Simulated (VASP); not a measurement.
# AgCl (zincblende type) (F-43m) in VASP: further runs, part 2 of 2

VASP 6.6.1.

### Step 3. Electric field gradients, PBE (volume scaled by 1.02)

Contents of INCAR:

```
SYSTEM = AgCl
PREC = Accurate
ENCUT = 520
EDIFF = 1E-8
ISMEAR = -1
SIGMA = 0.03
LREAL = .False.
LASPH = .True.
NELM = 100
ALGO = Normal
ISIF = 2
LWAVE = .False.
LCHARG = .False.
GGA = PE
LEFG = .True.
NBANDS = 16
```

Contents of KPOINTS:

```
regular mesh
0
Gamma
  11 11 11
  0 0 0
```

Contents of POSCAR:

```
AgCl
1.0
    0.0000000000      3.0496117332      3.0496117332
    3.0496117332      0.0000000000      3.0496117332
    3.0496117332      3.0496117332      0.0000000000
Ag Cl
1 1
Direct
    0.0000000000      0.0000000000      0.0000000000
    0.2500000000      0.2500000000      0.2500000000
```

Potentials or basis: VASP PAW PBE potentials, release 64 (Ag, Cl).

Started as:

```console
> cat potpaw_PBE.64/Ag/POTCAR potpaw_PBE.64/Cl/POTCAR > POTCAR
> mpirun -np 1 vasp_std > vasp.out
```

OUTCAR:

```text
SYSTEM = AgCl
   PREC = Accurate
   ENCUT = 520
   EDIFF = 1E-8
   ISMEAR = -1
   LREAL = .False.
   LASPH = .True.
   NELM = 100
   ISIF = 2
   GGA = PE

 ion  position               nearest neighbor table
   1  0.000  0.000  0.000-   2 2.64   2 2.64   2 2.64   2 2.64
   2  0.250  0.250  0.250-   1 2.64   1 2.64   1 2.64   1 2.64

  LATTYP: Found a face centered cubic cell.
 ALAT       =     6.0992234664

  Lattice vectors:

 A1 = (   0.0000000000,   3.0496117332,   3.0496117332)
 A2 = (   3.0496117332,   0.0000000000,   3.0496117332)
 A3 = (   3.0496117332,   3.0496117332,   0.0000000000)

Analysis of symmetry for initial positions (statically):
=====================================================================
 Subroutine PRICEL returns:
 Original cell was already a primitive cell.

 Routine SETGRP: Setting up the symmetry group for a
 face centered cubic supercell.

 Subroutine GETGRP returns: Found 24 space group operations
 (whereof 24 operations were pure point group operations)
 out of a pool of 48 trial point group operations.

The static configuration has the point symmetry T_d .

Analysis of symmetry for dynamics (positions and initial velocities):
=====================================================================
 Subroutine PRICEL returns:
 Original cell was already a primitive cell.

 Routine SETGRP: Setting up the symmetry group for a
 face centered cubic supercell.

 Subroutine GETGRP returns: Found 24 space group operations
 (whereof 24 operations were pure point group operations)
 out of a pool of 48 trial point group operations.

The dynamic configuration has the point symmetry T_d .

[... 157 lines left out ...]
      4      -2.5590      2.00000
      5      -0.7491      2.00000
      6      -0.7491      2.00000
[... 433 lines left out ...]
      3      -2.4382      2.00000
      4      -2.4352      2.00000
      5      -0.7875      2.00000
      6      -0.7043      2.00000
[... 8 lines left out ...]
     15      13.5861      0.00000
     16      15.3703      0.00000

 [... further k-points ...]

------------------------ aborting loop because EDIFF is reached ----------------------------------------

  FORCE on cell =-STRESS in cart. coord.  units (eV):
  Direction    XX          YY          ZZ          XY          YZ          ZX
  --------------------------------------------------------------------------------------
  -------------------------------------------------------------------------------------
  Total       -0.2354849     -0.2354849     -0.2354849     -0.0000000      0.0000000      0.0000000
  in kB       -6.6513532     -6.6513532     -6.6513532     -0.0000000      0.0000000      0.0000000
  external PRESSURE =      -6.6513532 kB  Pullay stress =       0.0000000 kB

 VOLUME and BASIS-vectors are now :
 -----------------------------------------------------------------------------
  energy-cutoff  :      520.00
  volume of cell :       56.72
      direct lattice vectors                 reciprocal lattice vectors
     0.000000000  3.049611733  3.049611733    -0.163955298  0.163955298  0.163955298
     3.049611733  0.000000000  3.049611733     0.163955298 -0.163955298  0.163955298
     3.049611733  3.049611733  0.000000000     0.163955298  0.163955298 -0.163955298

 POSITION                                       TOTAL-FORCE (eV/Angst)
 -----------------------------------------------------------------------------------
      0.00000      0.00000      0.00000         0.000000     -0.000000     -0.000000
      1.52481      1.52481      1.52481        -0.000000      0.000000      0.000000
 -----------------------------------------------------------------------------------
    total drift:                               -0.000000     -0.000000     -0.000000

  FREE ENERGIE OF THE ION-ELECTRON SYSTEM (eV)
  ---------------------------------------------------
  free  energy   TOTEN  =        -5.4508811773 eV

  energy  without entropy=       -5.4508811773  energy(sigma->0) =       -5.45088118

 Electric field gradients (V/A^2)
---------------------------------------------------------------------
 ion       V_xx      V_yy      V_zz      V_xy      V_xz      V_yz
---------------------------------------------------------------------
   1       0.000    -0.000     0.000     0.001     0.001     0.001
   2      -0.000    -0.000     0.000     0.000     0.000     0.000
---------------------------------------------------------------------

 Electric field gradients after diagonalization (V/A^2)
 (convention: |V_zz| > |V_xx| > |V_yy|)
----------------------------------------------------------------------
 ion       V_xx      V_yy      V_zz     asymmetry (V_yy - V_xx)/ V_zz
----------------------------------------------------------------------
   1      -0.001    -0.001     0.003       0.000
   2      -0.000    -0.000     0.001       0.000
----------------------------------------------------------------------

           NMR quadrupolar parameters

 Cq : quadrupolar parameter    Cq=e*Q*V_zz/h
 eta: asymmetry parameters     (V_yy - V_xx)/ V_zz
 Q  : nuclear electric quadrupole moment in mb (millibarn)
----------------------------------------------------------------------
 ion       Cq(MHz)       eta       Q (mb)
----------------------------------------------------------------------
   1       0.000       0.000       1.000
   2       0.000       0.000       1.000
----------------------------------------------------------------------
```

OSZICAR:

```text
N       E                     dE             d eps       ncg     rms          rms(c)
DAV:   1     0.995837880770E+02    0.99584E+02   -0.83028E+03  1816   0.975E+02
DAV:   2    -0.122478752851E+01   -0.10081E+03   -0.93700E+02  2216   0.212E+02
DAV:   3    -0.561154120820E+01   -0.43868E+01   -0.43757E+01  2280   0.461E+01
DAV:   4    -0.564958364425E+01   -0.38042E-01   -0.38039E-01  2384   0.462E+00
DAV:   5    -0.565023779682E+01   -0.65415E-03   -0.65415E-03  2184   0.603E-01    0.494E+00
DAV:   6    -0.545401688321E+01    0.19622E+00   -0.28956E-01  2424   0.658E+00    0.344E+00
DAV:   7    -0.545046200316E+01    0.35549E-02   -0.10343E-01  2112   0.211E+00    0.186E+00
DAV:   8    -0.545044710864E+01    0.14895E-04   -0.63715E-03  2152   0.808E-01    0.240E-01
DAV:   9    -0.545064399100E+01   -0.19688E-03   -0.72894E-04  2240   0.370E-01    0.509E-02
DAV:  10    -0.545086566962E+01   -0.22168E-03   -0.29485E-04  2112   0.116E-01    0.422E-02
DAV:  11    -0.545087918626E+01   -0.13517E-04   -0.10404E-05  2496   0.233E-02    0.676E-03
DAV:  12    -0.545088089159E+01   -0.17053E-05   -0.16499E-06  2144   0.947E-03    0.354E-03
DAV:  13    -0.545088114705E+01   -0.25546E-06   -0.41125E-07  2456   0.565E-03    0.836E-04
DAV:  14    -0.545088119548E+01   -0.48429E-07   -0.23197E-08  2104   0.176E-03    0.470E-04
DAV:  15    -0.545088118538E+01    0.10103E-07   -0.38372E-09  1984   0.610E-04    0.198E-04
DAV:  16    -0.545088117730E+01    0.80734E-08   -0.71569E-10  1296   0.202E-04
   1 F= -.54508812E+01 E0= -.54508812E+01  d E =-.263345E-11
```

Wall time 26 s (1 thread of Intel Xeon 6975P-C (Granite Rapids), shared host); peak memory 0.19 GiB.

Results:

```yaml
Free_energy: -5.4509 eV
Pressure: -0.7 GPa
Band_gap_on_the_k_mesh: 1.32 eV, direct
```

Levels at points of the mesh, in eV from the valence-band top:
| k point | band 7 | band 8 | band 9 | band 10 | band 11 | band 12 |
| --- | --- | --- | --- | --- | --- | --- |
| (0.00, 0.00, 0.00) | 0.00 | 0.00 | 0.00 | 1.32 | 8.13 | 8.13 |

Caveat: without QUAD_EFG the Cq values of the log hold for a quadrupole moment of 1 mb, not for the nuclei. A k mesh can miss the band edges.
